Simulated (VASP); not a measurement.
# MgO (Pm) in VASP: notebook

The runs below take MgO through single point, with PBE.

Everything below comes from runs of VASP 6.6.1. Logs are shortened: lines on timing, memory, paths and dates and some standing lists are left out, and cuts for length are marked.

## (1) The cell of the first run

The structure is monoclinic, space group Pm (No. 6). The conventional cell has a = 2.938 Å, b = 2.680 Å, c = 2.938 Å, α = 90.00°, β = 120.00°, γ = 90.00°. Mg (site symmetry m) has 4 O at 1.97 to 2.03 Å within 2.6 Å. O (site symmetry m) has 4 Mg at 1.97 to 2.03 Å within 2.6 Å.

## (2) Single point, PBE (atom 1 (Mg) moved by (-0.600, +0.300) A along x and y)

INCAR

```
SYSTEM = MgO
ALGO     = Normal         ! electronic algorithm
EDIFF    = 1E-7           ! SCF threshold, eV
ENCUT    = 520            ! plane-wave cutoff, eV
GGA      = PE             ! functional
ISIF     = 2              ! what is computed and relaxed
ISMEAR   = 0              ! smearing method
LASPH    = .True.         ! aspherical terms in the spheres
LCHARG   = .False.        ! write CHGCAR
LREAL    = .False.        ! projectors in reciprocal space
LWAVE    = .False.        ! write WAVECAR
NBANDS   = 11             ! bands
NELM     = 80             ! most SCF steps
PREC     = Accurate       ! precision mode
SIGMA    = 0.05           ! smearing width, eV
```

KPOINTS

```
k-points
0
Gamma
  9 9 8
  0 0 0
```

POSCAR

```
MgO
1.0
    2.9380209034      0.0000000000      0.0000000000
   -1.4690104517      2.5444007392      0.0000000000
    0.0000000000      0.0000000000      2.6796800000
Mg O
1 1
Direct
   -0.1452661275      0.1179059554      0.0000000000
    0.3333333333      0.6666666667      0.5000000000
```

Potentials or basis: VASP PAW PBE potentials, release 64 (Mg, O).

Command:

```
$ cat potpaw_PBE.64/Mg/POTCAR potpaw_PBE.64/O/POTCAR > POTCAR
$ mpirun -np 1 vasp_std > vasp.out
```

OUTCAR:

```text
SYSTEM = MgO
   EDIFF = 1E-7
   ENCUT = 520
   GGA = PE
   ISIF = 2
   ISMEAR = 0
   LASPH = .True.
   LREAL = .False.
   NELM = 80
   PREC = Accurate

 ion  position               nearest neighbor table
   1  0.855  0.118  0.000-   2 1.97   2 1.97   2 2.03   2 2.03   2 2.72   2 2.72
   2  0.333  0.667  0.500-   1 1.97   1 1.97   1 2.03   1 2.03   1 2.72   1 2.72

  LATTYP: Found a hexagonal cell.
 ALAT       =     2.9380209034
 C/A-ratio  =     0.9120697531

  Lattice vectors:

 A1 = (   2.9380209034,   0.0000000000,   0.0000000000)
 A2 = (  -1.4690104517,   2.5444007392,   0.0000000000)
 A3 = (   0.0000000000,   0.0000000000,   2.6796800000)

Analysis of symmetry for initial positions (statically):
=====================================================================
 Subroutine PRICEL returns:
 Original cell was already a primitive cell.

 Routine SETGRP: Setting up the symmetry group for a
 hexagonal supercell.

 Subroutine GETGRP returns: Found  2 space group operations
 (whereof  2 operations were pure point group operations)
 out of a pool of 24 trial point group operations.

The static configuration has the point symmetry C_1h.

Analysis of symmetry for dynamics (positions and initial velocities):
=====================================================================
 Subroutine PRICEL returns:
 Original cell was already a primitive cell.

 Routine SETGRP: Setting up the symmetry group for a
 hexagonal supercell.

 Subroutine GETGRP returns: Found  2 space group operations
 (whereof  2 operations were pure point group operations)
 out of a pool of 24 trial point group operations.

The dynamic configuration has the point symmetry C_1h.

 Subroutine INISYM returns: Found  2 space group operations
 (whereof  2 operations are pure point group operations),
 and found     1 'primitive' translations

----------------------------------------------------------------------------------------

                                     Primitive cell

  volume of cell :      20.0320

  direct lattice vectors                    reciprocal lattice vectors
     2.938020903  0.000000000  0.000000000     0.340365175  0.196509926  0.000000000
    -1.469010452  2.544400739  0.000000000     0.000000000  0.393019851  0.000000000
     0.000000000  0.000000000  2.679680000     0.000000000  0.000000000  0.373178887

  length of vectors
     2.938020903  2.938020903  2.679680000     0.393019851  0.393019851  0.373178887

  position of ions in fractional coordinates (direct lattice)
     0.854733872  0.117905955  0.000000000
[... 87 lines left out ...]
   TEBEG  =    0.0;   TEEND  =   0.0 temperature during run
   PSTRESS=    0.0 pullay stress
   NELECT =       8.0000    total number of electrons
   NUPDOWN=      -1.0000    fix difference up-down
   EMIN   =  10.00;   EMAX   =-10.00  energy-range for DOS
   EFERMI =   0.00;   METHOD = LEGACY
   ISMEAR =     0;   SIGMA  =   0.05  broadening in eV -4-tet -1-fermi 0-gaus
   EFERMI_NEDOS =   21; number of points for ismear=-14 and -15
   IALGO  =     38    algorithm
   IMIX   =      4    mixing-type and parameters
     AMIX     =   0.40;   BMIX     =  1.00
     AMIX_MAG =   1.60;   BMIX_MAG =  1.00
  volume/ion in A,a.u.               =      10.02        67.59
  Fermi-wavevector in a.u.,A,eV,Ry     =   1.205583  2.278221 19.775115  1.453430
  Thomas-Fermi vector in A             =   2.341275
   LORBIT       =      0    0 simple, 1 ext, 2 COOP (PROOUT), +10 PAW based schemes
   GGA     = PE    functional components
   LHFCALC =     F    Hartree Fock is set to
   AEXX    =    0.0000 exact exchange contribution
   IVDW    =     0    specifies the selected vdW correction
   LEPSILON=     F    determine dielectric tensor
   LRPA    =     F    only Hartree local field effects (RPA)
 non-spin polarized calculation
 Gauss-broadening in eV      SIGMA  =   0.05
  energy-cutoff  :      520.00
  volume of cell :       20.03
 maximum number of plane-waves:       562
 NGX is ok and might be reduce to    24
   NGX = 11   NGY = 11   NGZ =  9

 number of electron       7.9999996 magnetization

 Free energy of the ion-electron system (eV)
  ---------------------------------------------------
  ext. energy  EPLUGINS =         0.00000000
  ---------------------------------------------------
  free energy    TOTEN  =       -10.93391606 eV

  energy without entropy =      -10.93391606  energy(sigma->0) =      -10.93391606

 E-fermi :   3.8635     XC(G=0): -10.6855

 val. band max:        3.6480223285   @ k =   0.0000   0.0000   0.5000
 cond. band min:       5.9629203986   @ k =   0.0000   0.0000   0.0000
 fundamental gap:      2.3148980701
 Fermi energy:         3.8635248624

 k-point     1 :       0.0000    0.0000    0.0000
  band No.  band energies     occupation
      1     -14.2438      2.00000
      2       2.3262      2.00000
      3       2.7065      2.00000
      4       3.1503      2.00000
      5       5.9629      0.00000
      6      15.0294      0.00000
      7      18.0088      0.00000
      8      20.2660      0.00000
      9      21.7314      0.00000
     10      24.1036      0.00000
     11      27.5201      0.00000
[... 309 lines left out ...]
 k-point    24 :      -0.1111    0.4444    0.0000
  band No.  band energies     occupation
      1     -13.2960      2.00000
      2      -1.1987      2.00000
      3       1.6386      2.00000
      4       2.9170      2.00000
      5       9.8589      0.00000
      6      13.4499      0.00000
      7      17.5715      0.00000
      8      19.8051      0.00000
      9      22.6903      0.00000
     10      26.5216      0.00000
     11      27.2495      0.00000

 [... further k-points ...]

------------------------ aborting loop because EDIFF is reached ----------------------------------------

  FORCE on cell =-STRESS in cart. coord.  units (eV):
  Direction    XX          YY          ZZ          XY          YZ          ZX
  --------------------------------------------------------------------------------------
  -------------------------------------------------------------------------------------
  Total        1.3012210      1.0056800      1.7839781     -0.1544405      0.0000000      0.0000000
  in kB      104.0730599     80.4353699    142.6844941    -12.3523141      0.0000000      0.0000000
  external PRESSURE =     109.0643080 kB  Pullay stress =       0.0000000 kB

 VOLUME and BASIS-vectors are now :
 -----------------------------------------------------------------------------
  energy-cutoff  :      520.00
  volume of cell :       20.03
      direct lattice vectors                 reciprocal lattice vectors
     2.938020903  0.000000000  0.000000000     0.340365175  0.196509926  0.000000000
    -1.469010452  2.544400739  0.000000000     0.000000000  0.393019851  0.000000000
     0.000000000  0.000000000  2.679680000     0.000000000  0.000000000  0.373178887

 POSITION                                       TOTAL-FORCE (eV/Angst)
 -----------------------------------------------------------------------------------
      2.33802      0.30000      0.00000         0.517796      0.264168      0.000000
     -0.00000      1.69627      1.33984        -0.517796     -0.264168      0.000000
 -----------------------------------------------------------------------------------
    total drift:                               -0.000285     -0.000033      0.000000

  FREE ENERGIE OF THE ION-ELECTRON SYSTEM (eV)
  ---------------------------------------------------
  free  energy   TOTEN  =       -10.9339160586 eV

  energy  without entropy=      -10.9339160586  energy(sigma->0) =      -10.93391606
```

OSZICAR:

```text
N       E                     dE             d eps       ncg     rms          rms(c)
DAV:   1     0.202680708762E+02    0.20268E+02   -0.42755E+03  4526   0.640E+02
DAV:   2    -0.121167246059E+02   -0.32385E+02   -0.31617E+02  5238   0.144E+02
DAV:   3    -0.129467600820E+02   -0.83004E+00   -0.82947E+00  5467   0.217E+01
DAV:   4    -0.129490136214E+02   -0.22535E-02   -0.22535E-02  4997   0.129E+00
DAV:   5    -0.129490215820E+02   -0.79606E-05   -0.79606E-05  5357   0.733E-02    0.788E+00
DAV:   6    -0.109950554984E+02    0.19540E+01   -0.11105E+01  4780   0.179E+01    0.248E+00
DAV:   7    -0.109560082766E+02    0.39047E-01   -0.75553E-02  5099   0.232E+00    0.145E+00
DAV:   8    -0.109344395003E+02    0.21569E-01   -0.40827E-02  4801   0.216E+00    0.281E-01
DAV:   9    -0.109339307664E+02    0.50873E-03   -0.84666E-04  5275   0.212E-01    0.157E-01
DAV:  10    -0.109339163169E+02    0.14450E-04   -0.43596E-04  4886   0.167E-01    0.116E-02
DAV:  11    -0.109339156598E+02    0.65708E-06   -0.91643E-06  5306   0.234E-02    0.764E-03
DAV:  12    -0.109339161222E+02   -0.46245E-06   -0.26802E-06  5006   0.129E-02    0.223E-03
DAV:  13    -0.109339160586E+02    0.63664E-07   -0.12325E-07  5014   0.287E-03
   1 F= -.10933916E+02 E0= -.10933916E+02  d E =-.372506E-12
```

It took 24 s on 1 thread of Intel Xeon Platinum 8124M at 3.00GHz (Skylake/Cascade Lake), shared host; peak memory 0.17 GiB.

Results:

- Free energy: -10.9339 eV
- Pressure: 10.9 GPa
- Largest force: 0.581 eV/Å
- Band gap on the k mesh: 2.31 eV, indirect (least direct gap 2.81 eV)

Forces on the atoms (eV/Å):
```
Mg   0.518  0.264  0.000
O   -0.518 -0.264  0.000
```

Stress tensor (GPa, compression positive):
```
10.41 -1.24  0.00
-1.24  8.04  0.00
 0.00  0.00 14.27
```

Levels at points of the mesh, in eV from the valence-band top:
| k point | band 2 | band 3 | band 4 | band 5 | band 6 | band 7 |
| --- | --- | --- | --- | --- | --- | --- |
| (0.00, 0.00, 0.00) | -1.32 | -0.94 | -0.50 | 2.31 | 11.38 | 14.36 |
| (0.00, 0.00, 0.50) | -5.76 | -1.24 | 0.00 | 7.77 | 7.97 | 18.21 |

Caveat: the cell differs from its parent crystal (atom 1 (Mg) moved by (-0.600, +0.300) A along x and y).

## (3) Single point, PBE (atom 1 (Mg) moved by (-0.300, -0.300) A along x and y)

INCAR

```
SYSTEM = MgO
PREC     = Accurate       ! precision mode
ENCUT    = 520            ! plane-wave cutoff, eV
EDIFF    = 1E-6           ! SCF threshold, eV
ISMEAR   = 0              ! smearing method
SIGMA    = 0.05           ! smearing width, eV
LREAL    = .FALSE.        ! projectors in reciprocal space
LASPH    = .TRUE.         ! aspherical terms in the spheres
NELM     = 60             ! most SCF steps
ALGO     = Normal         ! electronic algorithm
ISIF     = 2              ! what is computed and relaxed
LWAVE    = .FALSE.        ! write WAVECAR
LCHARG   = .FALSE.        ! write CHGCAR
GGA      = PE             ! functional
NBANDS   = 11             ! bands
```

KPOINTS

```
regular mesh
0
G
  9 9 8
  0 0 0
```

Changes to POSCAR since step 2:

```diff
@@ -8,3 +8,3 @@
 Direct
-   -0.1452661275      0.1179059554      0.0000000000
+   -0.1610625303     -0.1179059554      0.0000000000
     0.3333333333      0.6666666667      0.5000000000
```

Potentials or basis: VASP PAW PBE potentials, release 64 (Mg, O).

Command:

```
$ cat potpaw_PBE.64/Mg/POTCAR potpaw_PBE.64/O/POTCAR > POTCAR
$ mpirun -np 1 vasp_std > vasp.out
```

Run time: 44 s. Hardware: 1 thread of Intel Xeon 8259CL, shared host; peak memory 0.17 GiB.

Results (log left out):

* Free energy: -10.7659 eV
* Pressure: 13.9 GPa
* Largest force: 2.797 eV/Å
* Band gap on the k mesh: 2.64 eV, indirect (least direct gap 3.26 eV)

Forces on the atoms (eV/Å):
```
Mg   2.505  1.244  0.000
O   -2.505 -1.244  0.000
```

Stress tensor (GPa, compression positive):
```
12.83  5.35  0.00
 5.35  7.21  0.00
 0.00  0.00 21.67
```

Levels at points of the mesh, in eV from the valence-band top:
| k point | band 1 | band 2 | band 3 | band 4 | band 5 | band 6 | band 7 | band 8 | band 9 |
| --- | --- | --- | --- | --- | --- | --- | --- | --- | --- |
| (0.00, 0.00, 0.00) | -17.70 | -1.05 | -0.82 | -0.62 | 2.64 | 11.82 | 15.20 | 15.87 | 19.05 |
| (0.00, 0.00, 0.50) | -16.67 | -5.53 | -0.69 | 0.00 | 8.02 | 8.12 | 17.24 | 17.70 | 18.92 |

Caveat: the cell differs from its parent crystal (atom 1 (Mg) moved by (-0.300, -0.300) A along x and y); forces of over 1 eV/Å act on the atoms, so gaps and moduli don't describe the material at rest. A k mesh can miss the band edges.

(Continued in part 2 of 2.)
